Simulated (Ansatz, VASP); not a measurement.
**Two plane-wave programs on HgTe**

```
Hg Te
1.0
     0.00000    2.97880    2.97880
     2.97880    0.00000    2.97880
     2.97880    2.97880    0.00000
Hg Te
1 1
Cartesian
  0.0000 0.0000 0.0000
  2.9788 2.9788 2.9788
```

Change from the starting cell: volume scaled by 1.06, PAW files.

Alike in both runs: task electric field gradients; functional LDA; k mesh 10 × 10 × 10; occupations fermi-dirac, width 0.08 eV; no spin polarisation.

|  | VASP | Ansatz |
| --- | --- | --- |
| version | VASP 6.6.1 | Ansatz 0.2.0 |
| potentials or method | VASP PAW LDA potentials, release 64 (Hg, Te) | PAW with Ansatz's default frozen-core files, scalar-relativistic |
| plane-wave cutoff (eV) | 400 | 420 |
| valence electrons in the cell | 18 | 36 |

```csv
,VASP,Ansatz,Ansatz less VASP
pressure (GPa),-0.1,-0.5,-0.41
```

LDA's correlation is that of Perdew and Zunger in VASP and of Perdew and Wang (1992) in Ansatz. VASP's potentials hold 18 valence electrons a cell and Ansatz's 36, so a difference there can come from the potentials and not from the codes.

Neither program's run includes spin-orbit coupling.
